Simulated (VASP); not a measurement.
# Ni in VASP: single point with LDA

Aim: the single point of Ni with LDA.

Everything below comes from runs of VASP 6.6.1. Logs are shortened: lines on timing, memory, paths and dates and some standing lists are left out, and cuts for length are marked.

### 1 The cell of the first run

The cell holds a slab with vacuum, 5 atoms: a = 2.422 Å, b = 2.422 Å, c = 22.850 Å, α = 90.00°, β = 90.00°, γ = 90.00°.

### 2 Single point, LDA, collinear spin, ferromagnetic start

INCAR

```
SYSTEM = Ni
PREC = Accurate ; ENCUT = 520
EDIFF = 1E-6 ; ISMEAR = -1
SIGMA = 0.1 ; LREAL = .FALSE.
LASPH = .TRUE. ; NELM = 150
ALGO = Normal ; ISIF = 2
LWAVE = .FALSE. ; LCHARG = .TRUE.
ISPIN = 2 ; MAGMOM = 1 1 1 1 1
LORBIT = 11 ; LMAXMIX = 4
LDIPOL = .TRUE. ; IDIPOL = 3
DIPOL = 0.5 0.5 0.500 ; GGA = CA
LELF = .TRUE. ; LVHAR = .TRUE.
LVACPOTAV = .TRUE. ; NBANDS = 37
```

KPOINTS

```
regular mesh
0
G
  17 17 1
  0 0 0
```

POSCAR

```
Ni
1.0
    2.4218354248      0.0000000000      0.0000000000
    0.0000000000      2.4218354248      0.0000000000
    0.0000000000      0.0000000000     22.8500000000
Ni
5
Direct
    0.0000000000      0.0000000000      0.3522017736
    0.5000000000      0.5000000000      0.4245274273
    0.0000000000      0.0000000000      0.4999999968
    0.5000000000      0.5000000000      0.5754725737
    0.0000000000      0.0000000000      0.6477982286
```

Potentials or basis: VASP PAW LDA potentials, release 64 (Ni).

On the command line:

```console
> cat potpaw_LDA.64/Ni/POTCAR > POTCAR
> mpirun -np 1 vasp_std > vasp.out
```

OUTCAR:

```text
SYSTEM = Ni
   PREC = Accurate
   ENCUT = 520
   EDIFF = 1E-6
   ISMEAR = -1
   LREAL = .FALSE.
   LASPH = .TRUE.
   NELM = 150
   ISIF = 2
   ISPIN = 2
   LORBIT = 11
   GGA = CA

 ion  position               nearest neighbor table
   1  0.000  0.000  0.352-   2 2.38   2 2.38   2 2.38   2 2.38
   2  0.500  0.500  0.425-   1 2.38   1 2.38   1 2.38   1 2.38   3 2.43   3 2.43   3 2.43   3 2.43

   3  0.000  0.000  0.500-   2 2.43   2 2.43   2 2.43   2 2.43   4 2.43   4 2.43   4 2.43   4 2.43

   4  0.500  0.500  0.575-   5 2.38   5 2.38   5 2.38   5 2.38   3 2.43   3 2.43   3 2.43   3 2.43

   5  0.000  0.000  0.648-   4 2.38   4 2.38   4 2.38   4 2.38

  LATTYP: Found a simple tetragonal cell.
 ALAT       =     2.4218354248
 C/A-ratio  =     9.4349928843

  Lattice vectors:

 A1 = (   2.4218354248,   0.0000000000,   0.0000000000)
 A2 = (   0.0000000000,   2.4218354248,   0.0000000000)
 A3 = (   0.0000000000,   0.0000000000,  22.8500000000)

Analysis of symmetry for initial positions (statically):
=====================================================================
 Subroutine PRICEL returns:
 Original cell was already a primitive cell.

 Routine SETGRP: Setting up the symmetry group for a
 simple tetragonal supercell.

 Subroutine GETGRP returns: Found 16 space group operations
 (whereof 16 operations were pure point group operations)
 out of a pool of 16 trial point group operations.

The static configuration has the point symmetry D_4h.

Analysis of symmetry for dynamics (positions and initial velocities):
=====================================================================
 Subroutine PRICEL returns:
 Original cell was already a primitive cell.

 Routine SETGRP: Setting up the symmetry group for a
 simple tetragonal supercell.

 Subroutine GETGRP returns: Found 16 space group operations
 (whereof 16 operations were pure point group operations)
 out of a pool of 16 trial point group operations.

The dynamic configuration has the point symmetry D_4h.

Analysis of structural, dynamic, and magnetic symmetry:
=====================================================================
 Subroutine PRICEL returns:
 Original cell was already a primitive cell.

 Routine SETGRP: Setting up the symmetry group for a
 simple tetragonal supercell.

 Subroutine GETGRP returns: Found 16 space group operations
 (whereof 16 operations were pure point group operations)
 out of a pool of 16 trial point group operations.

The overall configuration has the point symmetry D_4h.

 Subroutine INISYM returns: Found 16 space group operations
 (whereof 16 operations are pure point group operations),
 and found     1 'primitive' translations

----------------------------------------------------------------------------------------

                                     Primitive cell

  volume of cell :     134.0218

  direct lattice vectors                    reciprocal lattice vectors
     2.421835425  0.000000000  0.000000000     0.412909973  0.000000000  0.000000000
     0.000000000  2.421835425  0.000000000     0.000000000  0.412909973  0.000000000
     0.000000000  0.000000000 22.850000000     0.000000000  0.000000000  0.043763676

  length of vectors
     2.421835425  2.421835425 22.850000000     0.412909973  0.412909973  0.043763676

  position of ions in fractional coordinates (direct lattice)
     0.000000000  0.000000000  0.352201774
     0.500000000  0.500000000  0.424527427
     0.000000000  0.000000000  0.499999997
     0.500000000  0.500000000  0.575472574
     0.000000000  0.000000000  0.647798229

  ion indices of the primitive-cell ions
   primitive index   ion index
                 1           1
                 2           2
                 3           3
                 4           4
                 5           5

----------------------------------------------------------------------------------------

 KPOINTS: regular mesh

Automatic generation of k-mesh.
 Grid dimensions read from file:
 generate k-points for:   17   17    1

 Generating k-lattice:

[... 22 lines left out ...]
  0.235294  0.000000  0.000000      4.000000
  0.294118  0.000000  0.000000      4.000000
[... 16 lines left out ...]
  0.411765  0.117647  0.000000      8.000000
  0.470588  0.117647  0.000000      8.000000
 [... further k-points ...]
   k-points           NKPTS =     45   k-points in BZ     NKDIM =     45   number of bands    NBANDS=     37
   number of dos      NEDOS =    301   number of ions     NIONS =      5
   total plane-waves  NPLWV =  58320
   dimension x,y,z NGX =    18 NGY =   18 NGZ =  180
   dimension x,y,z NGXF=    36 NGYF=   36 NGZF=  360
   ions per type =               5
   NGX,Y,Z   is equivalent  to a cutoff of  12.36, 12.36, 13.10 a.u.
   NGXF,Y,Z  is equivalent  to a cutoff of  24.71, 24.71, 26.19 a.u.
 SYSTEM =  Ni
   PREC   = accura    normal or accurate (medium, high low for compatibility)
   ISTART =      0    job   : 0-new  1-cont  2-samecut
   ICHARG =      2    charge: 1-file 2-atom 10-const
   ISPIN  =      2    spin polarized calculation?
   LNONCOLLINEAR =      F non collinear calculations
   LSORBIT =      F    spin-orbit coupling
   LASPH  =      T    aspherical Exc in radial PAW
   ENCUT  =  520.0 eV  38.22 Ry    6.18 a.u.   4.50  4.50 42.49*2*pi/ulx,y,z
   NELM   =    150;   NELMIN=  2; NELMDL= -5     # of ELM steps
   EDIFF  = 0.1E-05   stopping-criterion for ELM
   LREAL  =      F    real-space projection
   EDIFFG = 0.1E-04   stopping-criterion for IOM
   NSW    =      0    number of steps for IOM
   IBRION =     -1    ionic relax: 0-MD 1-quasi-New 2-CG
   NFREE  =      0    steps in history (QN), initial steepest desc. (CG)
   ISIF   =      2    stress and relaxation
   ISYM   =      2    0-nonsym 1-usesym 2-fastsym
   POTIM  = 0.5000    time-step for ionic-motion
   TEBEG  =    0.0;   TEEND  =   0.0 temperature during run
   PSTRESS=    0.0 pullay stress
   NELECT =      50.0000    total number of electrons
   NUPDOWN=      -1.0000    fix difference up-down
   EMIN   =  10.00;   EMAX   =-10.00  energy-range for DOS
   EFERMI =   0.00;   METHOD = LEGACY
   ISMEAR =    -1;   SIGMA  =   0.10  broadening in eV -4-tet -1-fermi 0-gaus
   EFERMI_NEDOS =   21; number of points for ismear=-14 and -15
   IALGO  =     38    algorithm
   IMIX   =      4    mixing-type and parameters
     AMIX     =   0.40;   BMIX     =  1.00
     AMIX_MAG =   1.60;   BMIX_MAG =  1.00
  volume/ion in A,a.u.               =      26.80       180.88
  Fermi-wavevector in a.u.,A,eV,Ry     =   1.178527  2.227094 18.897496  1.388927
  Thomas-Fermi vector in A             =   2.314855
   LORBIT       =     11    0 simple, 1 ext, 2 COOP (PROOUT), +10 PAW based schemes
   GGA     = CA    functional components
   LHFCALC =     F    Hartree Fock is set to
   AEXX    =    0.0000 exact exchange contribution
   IVDW    =     0    specifies the selected vdW correction
   LEPSILON=     F    determine dielectric tensor
   LRPA    =     F    only Hartree local field effects (RPA)
 spin polarized calculation
  energy-cutoff  :      520.00
  volume of cell :      134.02
 maximum number of plane-waves:      3673
 NGX is ok and might be reduce to    18
   NGX =  9   NGY =  9   NGZ = 85

 number of electron      49.9999984 magnetization       2.9702552

 dipolmoment           0.000000      0.000000      0.000000 electrons x Angstroem

 Free energy of the ion-electron system (eV)
  ---------------------------------------------------
  ext. energy  EPLUGINS =         0.00000000
  ---------------------------------------------------
  free energy    TOTEN  =       -30.94214798 eV

  energy without entropy =      -30.65282063  energy(sigma->0) =      -30.79748431

 E-fermi :   0.5615     XC(G=0):  -6.1698

 val. band max:        0.5607360920   @ k =   0.4118   0.0588   0.0000
 cond. band min:       0.5635937548   @ k =   0.3529   0.1176   0.0000
 fundamental gap:      0.0028576628
 Fermi energy:         0.5615142842

 spin component 1

 k-point     1 :       0.0000    0.0000    0.0000
  band No.  band energies     occupation
      1      -8.5476      1.00000
      2      -7.3089      1.00000
      3      -5.5211      1.00000
      4      -4.3981      1.00000
      5      -4.3915      1.00000
      6      -3.8513      1.00000
[... 949 lines left out ...]
     36      10.3872      0.00000
     37      11.7083      0.00000

 [... further k-points ...]

 spin component 2

 k-point     1 :       0.0000    0.0000    0.0000
  band No.  band energies     occupation
      1      -8.4995      1.00000
      2      -7.2520      1.00000
      3      -5.4288      1.00000
      4      -4.1635      1.00000
      5      -4.0822      1.00000
      6      -3.3785      1.00000
[... 949 lines left out ...]
     36      10.4878      0.00000
     37      11.7390      0.00000

 [... further k-points ...]

------------------------ aborting loop because EDIFF is reached ----------------------------------------

  FORCE on cell =-STRESS in cart. coord.  units (eV):
  Direction    XX          YY          ZZ          XY          YZ          ZX
  --------------------------------------------------------------------------------------
  -------------------------------------------------------------------------------------
  Total       -1.9436468     -1.9436468     -0.0013016      0.0000000      0.0000000      0.0000000
  in kB      -23.2355240    -23.2355240     -0.0155598      0.0000000      0.0000000      0.0000000
  external PRESSURE =     -15.4955360 kB  Pullay stress =       0.0000000 kB

 VOLUME and BASIS-vectors are now :
 -----------------------------------------------------------------------------
  energy-cutoff  :      520.00
  volume of cell :      134.02
      direct lattice vectors                 reciprocal lattice vectors
     2.421835425  0.000000000  0.000000000     0.412909973  0.000000000  0.000000000
     0.000000000  2.421835425  0.000000000     0.000000000  0.412909973  0.000000000
     0.000000000  0.000000000 22.850000000     0.000000000  0.000000000  0.043763676

 POSITION                                       TOTAL-FORCE (eV/Angst)
 -----------------------------------------------------------------------------------
      0.00000      0.00000      8.04781        -0.000000     -0.000000     -0.006673
      1.21092      1.21092      9.70045         0.000000      0.000000      0.015091
      0.00000      0.00000     11.42500        -0.000000     -0.000000     -0.000000
      1.21092      1.21092     13.14955        -0.000000      0.000000     -0.015091
      0.00000      0.00000     14.80219        -0.000000     -0.000000      0.006673
 -----------------------------------------------------------------------------------
    total drift:                                0.000000      0.000000      0.000002

  FREE ENERGIE OF THE ION-ELECTRON SYSTEM (eV)
  ---------------------------------------------------
  free  energy   TOTEN  =       -30.9421479825 eV

  energy  without entropy=      -30.6528206332  energy(sigma->0) =      -30.79748431

 vacuum level on the upper side and lower side of the slab         5.884         5.884

 total charge

# of ion       s       p       d       tot
------------------------------------------
    1        0.509   0.404   8.363   9.275
    2        0.538   0.583   8.372   9.493
    3        0.531   0.564   8.367   9.462
    4        0.538   0.583   8.372   9.493
    5        0.509   0.404   8.363   9.275
--------------------------------------------------
tot          2.626   2.537  41.836  46.999

 magnetization (x)

# of ion       s       p       d       tot
------------------------------------------
    1       -0.002  -0.012   0.658   0.644
    2       -0.005  -0.018   0.584   0.561
    3       -0.005  -0.017   0.587   0.564
    4       -0.005  -0.018   0.584   0.561
    5       -0.002  -0.012   0.658   0.644
--------------------------------------------------
tot         -0.019  -0.077   3.071   2.975
```

Run time: 9.8 min. Hardware: 1 thread of Intel Xeon Platinum 8488C (Sapphire Rapids), shared host; peak memory 0.41 GiB.

Results:

| Property | Result |
| --- | --- |
| Free energy | -30.9421 eV |
| Largest force | 0.015 eV/Å |
| Net moment | 2.97 μB per cell |
| Site moments | Ni +0.64, +0.56 (each value once) μB |
| Valence electrons inside the program's atomic spheres | Ni 9.28, 9.49, 9.46 (each value once) |

Forces in eV/Å, atoms in the order of the input:
```
Ni   0.000  0.000 -0.007
Ni   0.000  0.000  0.015
Ni   0.000  0.000  0.000
Ni   0.000  0.000 -0.015
Ni   0.000  0.000  0.007
```

Levels at points of the mesh, in eV from the Fermi level:
Spin up:
| k point | band 24 | band 25 | band 26 | band 27 | band 28 | band 29 | band 30 | band 31 |
| --- | --- | --- | --- | --- | --- | --- | --- | --- |
| (0.00, 0.00, 0.00) | -0.66 | -0.66 | -0.48 | -0.41 | -0.34 | -0.34 | 0.62 | 1.98 |
Spin down:
```
           k point  band 22  band 23  band 24  band 25  band 26  band 27
(0.00, 0.00, 0.00)    -0.46    -0.14     0.01     0.01     0.17     0.21
```
